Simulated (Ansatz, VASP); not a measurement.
## Two plane-wave programs on Cr

```xyz
1
Lattice="2.5171 0.0000 0.0000 -1.2586 2.1799 0.0000 0.0000 0.0000 2.2382" Properties=species:S:1:pos:R:3 pbc="T T T"
Cr    0.0000    0.0000    0.0000
```

Alike in both runs: functional PBE; k mesh 27 × 27 × 24; occupations gaussian, width 0.1 eV; no spin polarisation.

Ansatz relaxed the structure, and its values are those at the end. VASP's run is a single point on that final structure, the one shown.

|  | VASP | Ansatz |
| --- | --- | --- |
| version | VASP 6.6.1 | Ansatz 0.2.0 |
| potentials or method | VASP PAW PBE potentials, release 64 (Cr_pv), cutoff 520 eV | scalar-relativistic, plane waves, PAW |
| valence electrons in the cell | 12 | 14 |

|  | VASP | Ansatz | Ansatz less VASP |
| --- | --- | --- | --- |
| gap on the k mesh at the Fermi level (eV) | none | none | - |
| pressure (GPa) | -0.2 | 0.0 | +0.24 |

A gap of «none» marks a metal or a gap that the smearing closes. VASP's potentials hold 12 valence electrons a cell and Ansatz's 14, so a difference there can come from the potentials and not from the codes.
